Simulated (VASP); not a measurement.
Set up this calculation in VASP 6.6.1, as the native input.

- Task: relaxation of cell and atoms
- Functional: LDA
- Potentials or basis: VASP PAW LDA potentials, release 64 (Ta_pv, N)
- Cutoff: 600 eV
- k mesh: 16 × 16 × 16
- Occupations: fermi-dirac, width 0.15 eV
- Spin: no spin polarisation
- Dipole correction: no
- Further INCAR settings: ALGO = Normal; EDIFF = 1e-06; IBRION = 2; EDIFFG = -0.001; NSW = 80; ISIF = 3

The structure of TaN lies in POSCAR:

```
TaN
1.0
    0.0000000000      2.1743265498      2.1743265498
    2.1743265498      0.0000000000      2.1743265498
    2.1743265498      2.1743265498      0.0000000000
Ta N
1 1
Direct
    0.5000000000      0.5000000000      0.5000000000
    0.0000000000      0.0000000000      0.0000000000
```

One way to write it, as run:

INCAR

```
PREC = Accurate
ENCUT = 600
EDIFF = 1E-6
ISMEAR = -1
SIGMA = 0.15
LREAL = False
LASPH = True
NELM = 60
ALGO = Normal
ISIF = 3
LWAVE = False
LCHARG = False
IBRION = 2
NSW = 80
EDIFFG = -0.001
```

KPOINTS

```
regular mesh
0
Gamma
  16 16 16
```

Potentials or basis: VASP PAW LDA potentials, release 64 (Ta_pv, N).

The run is started by

```console
$ cat potpaw_LDA.64/Ta_pv/POTCAR potpaw_LDA.64/N/POTCAR > POTCAR
$ mpirun -np 1 vasp_std > vasp.out
```

Results of the run:

- Relaxed volume: 10.34 Å³/atom
- Relaxed cell: a = 3.081 Å, b = 3.081 Å, c = 3.081 Å, α = 60.00°, β = 60.00°, γ = 60.00°
- Space group after relaxing (to 0.1 Å): Fm-3m (No. 225)
- Energy gained by relaxing: 0.4 meV/atom
- Ionic steps: 8
- Pressure after relaxing: 0.0 GPa
- Band gap on the k mesh: zero (bands 8 and 9 overlap by 4.18 eV)

Caveat: spin-orbit coupling is left out, which moves the levels of the heavy elements.

Wall time 4.4 min on 1 thread of Intel Xeon 8259CL, on a shared host, peak memory 0.19 GiB.
